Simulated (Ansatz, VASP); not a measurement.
**Hg: VASP beside Ansatz**

```xyz
1
Lattice="2.9324 0.0000 0.0000 0.0000 2.9324 0.0000 0.0000 0.0000 2.9324" Properties=species:S:1:pos:R:3 pbc="T T T"
Hg    0.0000    0.0000    0.0000
```

Alike in both runs: task single point; functional LDA; k mesh 18 × 18 × 18; occupations fermi-dirac, width 0.1 eV; no spin polarisation.

|  | VASP | Ansatz |
| --- | --- | --- |
| version | VASP 6.6.1 | Ansatz 0.2.0 |
| potentials or method | VASP PAW LDA potentials, release 64 (Hg), cutoff 520 eV | plane waves (420 eV) with PAW, scalar-relativistic |
| valence electrons in the cell | 12 | 20 |

|  | VASP | Ansatz | Ansatz less VASP |
| --- | --- | --- | --- |
| pressure (GPa) | -1.3 | -1.9 | -0.61 |

Ansatz warns that its potentials were made for another functional, while VASP's fit it. LDA's correlation is that of Perdew and Zunger in VASP and of Perdew and Wang (1992) in Ansatz. VASP's potentials hold 12 valence electrons a cell and Ansatz's 20, so a difference there can come from the potentials and not from the codes.

Neither program's run includes spin-orbit coupling.
